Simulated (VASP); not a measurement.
Input of a VASP 6.6.1 run:

INCAR

```
SYSTEM = TiH6
PREC = Accurate
ENCUT = 500
EDIFF = 1E-6
ISMEAR = 0
SIGMA = 0.1
LREAL = .FALSE.
LASPH = .TRUE.
NELM = 120
ALGO = Normal
ISIF = 2
LWAVE = .FALSE.
LCHARG = .TRUE.
GGA = PE
LELF = .TRUE.
LVHAR = .TRUE.
NBANDS = 18
GGA_COMPAT = .FALSE.
```

File KPOINTS:

```
Automatic mesh
0
G
  4 4 4
  0 0 0
```

Contents of POSCAR:

```
TiH6
1.0
    3.8728649400      0.0000000000      0.0000000000
    0.0000000000      3.8728649400      0.0000000000
    0.0000000000      0.0000000000      3.8728649400
Ti H
1 6
Direct
    0.5000000000      0.5000000000      0.5000000000
    0.6405150900      0.0000000000      0.0000000000
    0.3594849100      0.0000000000      0.0000000000
    0.0000000000      0.6405150900      0.0000000000
    0.0000000000      0.3594849100      0.0000000000
    0.0000000000      0.0000000000      0.6405150900
    0.0000000000      0.0000000000      0.3594849100
```

Potentials or basis: VASP PAW PBE potentials, release 64 (Ti_sv, H).

The run is started by

```console
$ cat potpaw_PBE.64/Ti_sv/POTCAR potpaw_PBE.64/H/POTCAR > POTCAR
$ mpirun -np 1 vasp_std > vasp.out
```

Task: What does it give for the band gap on the k mesh?

Result: Zero (bands 9 and 10 overlap by 1.31 eV).

Task: Predict the largest force.

Result: 1.721 eV/Å.

Forces on the atoms (eV/Å):
```
Ti   0.000  0.000  0.000
H   -1.721  0.000  0.000
H    1.721  0.000  0.000
H    0.000 -1.721  0.000
H    0.000  1.721  0.000
H    0.000  0.000 -1.721
H    0.000  0.000  1.721
```

Caveat: the k points lie up to 0.41 Å⁻¹ apart, too coarse for converged energies and pressures of a metal; forces of over 1 eV/Å act on the atoms, so gaps and moduli don't describe the material at rest.
